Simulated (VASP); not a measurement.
# Si23H4O48 (a cell with a defect) in VASP: further runs, part 3 of 3

VASP 6.6.1. The steps go on from the part before.

**5. Single point, PBE**

Input file INCAR:

```
ALGO     = Normal         # electronic algorithm
EDIFF    = 1E-6           # SCF threshold, eV
ENCUT    = 520            # plane-wave cutoff, eV
GGA      = PE             # functional
ISIF     = 2              # what is computed and relaxed
ISMEAR   = 0              # smearing method
LASPH    = True           # aspherical terms in the spheres
LCHARG   = True           # write CHGCAR
LELF     = True           # ELF
LREAL    = Auto         
LVHAR    = True         
LWAVE    = False          # write WAVECAR
NBANDS   = 235            # bands
NELM     = 60             # most SCF steps
PREC     = Accurate       # precision mode
SIGMA    = 0.02           # smearing width, eV
```

Input file KPOINTS:

```
k-points
0
Gamma
  1 1 1
```

Input file POSCAR:

```
Si23H4O48
1.0
    9.8316000000      0.0000000000      0.0000000000
   -4.9158000000      8.5144150000      0.0000000000
    0.0000000000      0.0000000000     10.8182000000
Si O H
23 48 4
Direct
    0.2668430000      0.0009767400      0.1634700000
    0.0028516000      0.2703680000      0.3357050000
    0.2306050000      0.2354080000      0.0001007300
    0.2653480000      0.9977494000      0.6636500000
    0.9932126000      0.2663560000      0.8350300000
    0.2323110000      0.2285110000      0.5017520000
    0.2682820000      0.5027390000      0.1672110000
    0.9997803800      0.7676140000      0.3331480000
    0.2338640000      0.7330290000      0.9966533000
    0.9989205000      0.7666930000      0.8327140000
    0.2344290000      0.7356140000      0.4976220000
    0.7692410000      0.0042952000      0.1672390000
    0.4984520000      0.2670890000      0.3326380000
    0.7266420000      0.2320240000      0.0002954000
    0.7657180000      0.0012322000      0.6669000000
    0.4945750000      0.2657660000      0.8320270000
    0.7327730000      0.2338080000      0.4992370000
    0.7651740000      0.5008340000      0.1672980000
    0.5011880000      0.7703670000      0.3320530000
    0.7350830000      0.7369020000      0.0012113000
    0.7631940000      0.4995590000      0.6663380000
    0.5046480000      0.7692100000      0.8316280000
    0.7327490000      0.7354920000      0.4996880000
    0.0687650000      0.2066210000      0.4462400000
    0.2961240000      0.3658270000      0.1099080000
    0.1402060000      0.4347450000      0.2786630000
    0.2024600000      0.0698960000      0.0553950000
    0.3623780000      0.2944360000      0.3913610000
    0.4306990000      0.1384180000      0.2213530000
    0.0654320000      0.2098730000      0.9457150000
    0.3038820000      0.3517710000      0.6166480000
    0.1356700000      0.4290170000      0.7780800000
    0.1997120000      0.0574320000      0.5499300000
    0.3584550000      0.2958220000      0.8879650000
    0.4284840000      0.1364520000      0.7217280000
    0.0679010000      0.7063220000      0.4438320000
    0.2991160000      0.8684090000      0.1031500000
    0.1368330000      0.9300380000      0.2735220000
    0.2040780000      0.5698520000      0.0580140000
    0.3639780000      0.7993980000      0.3865800000
    0.4342950000      0.6406840000      0.2215190000
    0.0677460000      0.7049810000      0.9423610000
    0.2993620000      0.8643310000      0.6090240000
    0.1350350000      0.9300380000      0.7738950000
    0.2058530000      0.5699500000      0.5554350000
    0.3593880000      0.7870590000      0.8833780000
    0.4574520000      0.6484340000      0.7143040000
    0.5683340000      0.2046660000      0.4411890000
    0.7907210000      0.3628830000      0.1097040000
    0.6344730000      0.4331810000      0.2768560000
    0.7032200000      0.0691220000      0.0573170000
    0.8658290000      0.2991990000      0.3913950000
    0.9337440000      0.1415760000      0.2241200000
    0.5617480000      0.2046160000      0.9436860000
    0.7914020000      0.3622690000      0.6109670000
    0.6303510000      0.4323090000      0.7751710000
    0.7053660000      0.0690910000      0.5554790000
    0.8539980000      0.2927100000      0.8882170000
    0.9307640000      0.1366270000      0.7244910000
    0.5684650000      0.7078670000      0.4422990000
    0.7990200000      0.8685060000      0.1101390000
    0.6394420000      0.9356300000      0.2772850000
    0.7054800000      0.5714430000      0.0574340000
    0.8637870000      0.7971160000      0.3899890000
    0.9305870000      0.6356190000      0.2243800000
    0.5697540000      0.7090080000      0.9453830000
    0.7944690000      0.8645580000      0.6107280000
    0.6368080000      0.9393260000      0.7782680000
    0.7041320000      0.5699330000      0.5561050000
    0.8633810000      0.7966100000      0.8896810000
    0.9285160000      0.6335080000      0.7246220000
    0.4522990000      0.5477660000      0.7253400000
    0.2297450000      0.3561110000      0.6755540000
    0.3361877600      0.5901391500      0.6094820100
    0.1163320000      0.4796660000      0.7069560000
```

Potentials or basis: VASP PAW PBE potentials, release 64 (Si, O, H).

The run is started by

```sh
cat potpaw_PBE.64/Si/POTCAR potpaw_PBE.64/O/POTCAR potpaw_PBE.64/H/POTCAR > POTCAR
mpirun -np 1 vasp_gam > vasp.out
```

OUTCAR:

```text
EDIFF = 1E-6
   ENCUT = 520
   GGA = PE
   ISIF = 2
   ISMEAR = 0
   LASPH = True
   LREAL = Auto
   NELM = 60
   PREC = Accurate

 ion  position               nearest neighbor table
   1  0.267  0.001  0.163-  29 1.62  37 1.62  38 1.63  27 1.63   3 3.06  13 3.07   9 3.07   8 3.08

   2  0.003  0.270  0.336-  26 1.62  52 1.62  24 1.63  53 1.63  17 3.06   7 3.06   6 3.07  12 3.07

   3  0.231  0.235  0.000-  27 1.62  30 1.62  25 1.63  34 1.63   7 3.06  16 3.06   1 3.06   5 3.07
[... 83 lines left out ...]
  70  0.863  0.797  0.890-  10 1.62  20 1.63
  71  0.929  0.634  0.725-  21 1.62  10 1.63
  72  0.452  0.548  0.725-  47 0.97
  73  0.230  0.356  0.676-  31 0.99
  74  0.336  0.590  0.609-  45 1.33
  75  0.116  0.480  0.707-  32 0.99

  LATTYP: Found a hexagonal cell.
 ALAT       =     9.8316000000
 C/A-ratio  =     1.1003498922

  Lattice vectors:

 A1 = (   9.8316000000,   0.0000000000,   0.0000000000)
 A2 = (  -4.9158000000,   8.5144150000,   0.0000000000)
 A3 = (   0.0000000000,   0.0000000000,  10.8182000000)

Analysis of symmetry for initial positions (statically):
=====================================================================
 Subroutine PRICEL returns:
 Original cell was already a primitive cell.

 Routine SETGRP: Setting up the symmetry group for a
 hexagonal supercell.

 Subroutine GETGRP returns: Found  1 space group operations
 (whereof  1 operations were pure point group operations)
 out of a pool of 24 trial point group operations.

The static configuration has the point symmetry C_1 .

Analysis of symmetry for dynamics (positions and initial velocities):
=====================================================================
 Subroutine PRICEL returns:
 Original cell was already a primitive cell.

 Routine SETGRP: Setting up the symmetry group for a
 hexagonal supercell.

 Subroutine GETGRP returns: Found  1 space group operations
 (whereof  1 operations were pure point group operations)
 out of a pool of 24 trial point group operations.

The dynamic configuration has the point symmetry C_1 .

 Subroutine INISYM returns: Found  1 space group operations
 (whereof  1 operations are pure point group operations),
 and found     1 'primitive' translations

----------------------------------------------------------------------------------------

                                     Primitive cell

  volume of cell :     905.5950

  direct lattice vectors                    reciprocal lattice vectors
     9.831600000  0.000000000  0.000000000     0.101712844  0.058723941  0.000000000
    -4.915800000  8.514415000  0.000000000     0.000000000  0.117447881  0.000000000
     0.000000000  0.000000000 10.818200000     0.000000000  0.000000000  0.092436819

  length of vectors
     9.831600000  9.831599688 10.818200000     0.117447877  0.117447881  0.092436819

  position of ions in fractional coordinates (direct lattice)
     0.266843000  0.000976740  0.163470000
     0.002851600  0.270368000  0.335705000
     0.230605000  0.235408000  0.000100730
     0.265348000  0.997749400  0.663650000
     0.993212600  0.266356000  0.835030000
     0.232311000  0.228511000  0.501752000
[... 67 lines left out ...]
     0.336187760  0.590139150  0.609482010
[... 102 lines left out ...]
 ===========================================

 Found      1 irreducible k-points:

 Following reciprocal coordinates:
            Coordinates               Weight
  0.000000  0.000000  0.000000      1.000000
   k-points           NKPTS =      1   k-points in BZ     NKDIM =      1   number of bands    NBANDS=    235
   number of dos      NEDOS =    301   number of ions     NIONS =     75
   total plane-waves  NPLWV = 512000
   dimension x,y,z NGX =    80 NGY =   80 NGZ =   80
   dimension x,y,z NGXF=   160 NGYF=  160 NGZF=  160
   ions per type =              23  48   4
   NGX,Y,Z   is equivalent  to a cutoff of  13.53, 13.53, 12.29 a.u.
   NGXF,Y,Z  is equivalent  to a cutoff of  27.05, 27.05, 24.59 a.u.
 SYSTEM =  unknown system
   PREC   = accura    normal or accurate (medium, high low for compatibility)
   ISTART =      0    job   : 0-new  1-cont  2-samecut
   ICHARG =      2    charge: 1-file 2-atom 10-const
   ISPIN  =      1    spin polarized calculation?
   LNONCOLLINEAR =      F non collinear calculations
   LSORBIT =      F    spin-orbit coupling
   LASPH  =      T    aspherical Exc in radial PAW
   ENCUT  =  520.0 eV  38.22 Ry    6.18 a.u.  18.28 18.28 20.11*2*pi/ulx,y,z
   NELM   =     60;   NELMIN=  2; NELMDL= -5     # of ELM steps
   EDIFF  = 0.1E-05   stopping-criterion for ELM
   LREAL  =      T    real-space projection
   EDIFFG = 0.1E-04   stopping-criterion for IOM
   NSW    =      0    number of steps for IOM
   IBRION =     -1    ionic relax: 0-MD 1-quasi-New 2-CG
   NFREE  =      0    steps in history (QN), initial steepest desc. (CG)
   ISIF   =      2    stress and relaxation
   ISYM   =      2    0-nonsym 1-usesym 2-fastsym
   POTIM  = 0.5000    time-step for ionic-motion
   TEBEG  =    0.0;   TEEND  =   0.0 temperature during run
   PSTRESS=    0.0 pullay stress
   NELECT =     384.0000    total number of electrons
   NUPDOWN=      -1.0000    fix difference up-down
   EMIN   =  10.00;   EMAX   =-10.00  energy-range for DOS
   EFERMI =   0.00;   METHOD = LEGACY
   ISMEAR =     0;   SIGMA  =   0.02  broadening in eV -4-tet -1-fermi 0-gaus
   EFERMI_NEDOS =   21; number of points for ismear=-14 and -15
   IALGO  =     38    algorithm
   IMIX   =      4    mixing-type and parameters
     AMIX     =   0.40;   BMIX     =  1.00
     AMIX_MAG =   1.60;   BMIX_MAG =  1.00
  volume/ion in A,a.u.               =      12.07        81.48
  Fermi-wavevector in a.u.,A,eV,Ry     =   1.229912  2.324196 20.581296  1.512683
  Thomas-Fermi vector in A             =   2.364781
   LORBIT       =      0    0 simple, 1 ext, 2 COOP (PROOUT), +10 PAW based schemes
   GGA     = PE    functional components
   LHFCALC =     F    Hartree Fock is set to
   AEXX    =    0.0000 exact exchange contribution
   IVDW    =     0    specifies the selected vdW correction
   LEPSILON=     F    determine dielectric tensor
   LRPA    =     F    only Hartree local field effects (RPA)
 non-spin polarized calculation
 Gauss-broadening in eV      SIGMA  =   0.02
  energy-cutoff  :      520.00
  volume of cell :      905.60
 maximum number of plane-waves:     12195
 NGX is ok and might be reduce to    80
   NGX = 37   NGY = 37   NGZ = 41

 number of electron     384.0000016 magnetization

 Free energy of the ion-electron system (eV)
  ---------------------------------------------------
  ext. energy  EPLUGINS =         0.00000000
  ---------------------------------------------------
  free energy    TOTEN  =      -572.54933036 eV

  energy without entropy =     -572.54933036  energy(sigma->0) =     -572.54933036

 E-fermi :   1.7391     XC(G=0):  -9.2437

 val. band max:        1.5779048247   @ k =   0.0000   0.0000   0.0000
 cond. band min:       6.7564164166   @ k =   0.0000   0.0000   0.0000
 fundamental gap:      5.1785115919
 Fermi energy:         1.7391120369

 k-point     1 :       0.0000    0.0000    0.0000
  band No.  band energies     occupation
      1     -18.4168      2.00000
      2     -18.1527      2.00000
      3     -17.9140      2.00000
      4     -17.8955      2.00000
      5     -17.8744      2.00000
      6     -17.8492      2.00000
[... 196 lines left out ...]
    203       9.7453      0.00000
    204       9.8141      0.00000
 [bands above 204 left out]

------------------------ aborting loop because EDIFF is reached ----------------------------------------

  FORCE on cell =-STRESS in cart. coord.  units (eV):
  Direction    XX          YY          ZZ          XY          YZ          ZX
  --------------------------------------------------------------------------------------
  -------------------------------------------------------------------------------------
  Total        9.7431295     16.6756264     12.7301981     -0.1796780     -0.9000179     -2.7079857
  in kB       17.2375301     29.5024931     22.5222473     -0.3178860     -1.5923104     -4.7909643
  external PRESSURE =      23.0874235 kB  Pullay stress =       0.0000000 kB

 VOLUME and BASIS-vectors are now :
 -----------------------------------------------------------------------------
  energy-cutoff  :      520.00
  volume of cell :      905.60
      direct lattice vectors                 reciprocal lattice vectors
     9.831600000  0.000000000  0.000000000     0.101712844  0.058723941  0.000000000
    -4.915800000  8.514415000  0.000000000     0.000000000  0.117447881  0.000000000
     0.000000000  0.000000000 10.818200000     0.000000000  0.000000000  0.092436819

 POSITION                                       TOTAL-FORCE (eV/Angst)
 -----------------------------------------------------------------------------------
      2.61869      0.00832      1.76845        -0.000599     -0.012148      0.066217
     -1.30104      2.30203      3.63172         0.011718      0.124655      0.075259
      1.11000      2.00436      0.00109        -0.047061     -0.029047      0.042282
     -2.29594      8.49525      7.17950         0.104705     -0.143571     -0.099179
      8.45552      2.26787      9.03352         0.057747      0.087202      0.001243
      1.16067      1.94564      5.42805        -0.071893     -0.039386     -0.154979
[... 67 lines left out ...]
      0.40426      5.02469      6.59350        -3.438194      0.162448     -1.211068
     -1.21421      4.08408      7.64799         0.033528      0.217992     -0.363773
 -----------------------------------------------------------------------------------
    total drift:                               -0.019619      0.003067     -0.013771

  FREE ENERGIE OF THE ION-ELECTRON SYSTEM (eV)
  ---------------------------------------------------
  free  energy   TOTEN  =      -572.5493303618 eV

  energy  without entropy=     -572.5493303618  energy(sigma->0) =     -572.54933036
```

Run time: 15 min. Hardware: 1 thread of Intel Xeon 8259CL, shared host; peak memory 0.95 GiB.

Results:

```yaml
Free_energy: -572.5493 eV
Pressure: 2.3 GPa
Largest_force: 3.649 eV/Å
Band_gap_on_the_k_mesh: 5.18 eV
```

Forces in eV/Å, atoms in the order of the input:
```
Si  -0.001 -0.012  0.066
Si   0.012  0.125  0.075
Si  -0.047 -0.029  0.042
Si   0.105 -0.144 -0.099
Si   0.058  0.087  0.001
Si  -0.072 -0.039 -0.155
Si  -0.026 -0.018  0.125
Si   0.131 -0.036  0.135
Si  -0.101 -0.057  0.119
Si   0.064  0.001 -0.074
Si   0.507 -0.918  0.438
Si   0.004  0.041  0.073
Si   0.000 -0.015  0.013
Si   0.007  0.017  0.027
Si   0.096  0.170 -0.146
Si   0.008 -0.063 -0.008
Si   0.020  0.055 -0.043
Si   0.053  0.007  0.064
Si  -0.276  0.009  0.075
Si   0.194  0.010  0.117
Si   0.167 -0.010 -0.042
Si  -0.310  0.711  0.663
Si   0.095  0.007 -0.167
O    0.042 -0.024  0.013
O    0.010 -0.009 -0.043
O    0.026 -0.027 -0.079
O    0.013  0.018 -0.018
O    0.001 -0.001  0.019
O   -0.011  0.013 -0.010
O    0.009 -0.010  0.004
O    0.130  0.111  0.115
O    0.082 -0.126  0.176
O   -0.037  0.077  0.017
O    0.007  0.033 -0.018
O   -0.003  0.063  0.049
O   -0.272  0.142 -0.183
O    0.013 -0.024 -0.063
O    0.012  0.030 -0.061
O    0.010  0.041 -0.052
O    0.135  0.153 -0.205
O    0.029 -0.005 -0.046
O    0.016  0.016 -0.004
O   -0.088  0.306  0.136
O   -0.023 -0.001  0.038
O    3.226  0.485  1.589
O    0.192 -0.059 -0.140
O   -0.180 -0.681 -0.910
O   -0.007  0.017 -0.004
O   -0.017 -0.014 -0.025
O    0.006  0.005 -0.017
O    0.005 -0.011 -0.022
O   -0.029 -0.053  0.008
O   -0.018 -0.025 -0.028
O   -0.009  0.007 -0.015
O   -0.056 -0.011  0.018
O   -0.053  0.029  0.009
O    0.032 -0.051  0.066
O   -0.015 -0.030  0.009
O   -0.035 -0.052  0.006
O    0.086 -0.003  0.091
O   -0.024 -0.048 -0.068
O    0.052  0.004 -0.034
O   -0.038  0.035 -0.046
O   -0.075 -0.007  0.031
O   -0.048 -0.018 -0.048
O   -0.162 -0.064 -0.306
O   -0.061 -0.035  0.058
O   -0.039 -0.236  0.027
O   -0.056  0.015  0.034
O   -0.076 -0.018  0.022
O   -0.064  0.006  0.040
H    0.227 -0.252  0.096
H   -0.147  0.007  0.048
H   -3.438  0.162 -1.211
H    0.034  0.218 -0.364
```

Caveat: the k points lie up to 0.74 Å⁻¹ apart.

**6. Overview**

```csv
cell,gap on the mesh (eV),pressure (GPa),largest force (eV/Å)
"as given, atomic positions A",5.68,2.6,1.33
"as given, atomic positions B",5.61,2.5,2.94
"as given, atomic positions C",5.45,2.4,3.71
"as given, atomic positions D",5.18,2.3,3.65
```

Alike in all rows: task single point; level PBE; potentials or basis VASP PAW PBE potentials, release 64 (Si, O, H); no spin polarisation; k mesh 1 × 1 × 1; cutoff (eV) 520; smearing gaussian 0.02 eV.

Caveats: all runs use coarse meshes.

Total energies depend on the potentials used, so only differences within one code and one set of settings carry meaning.
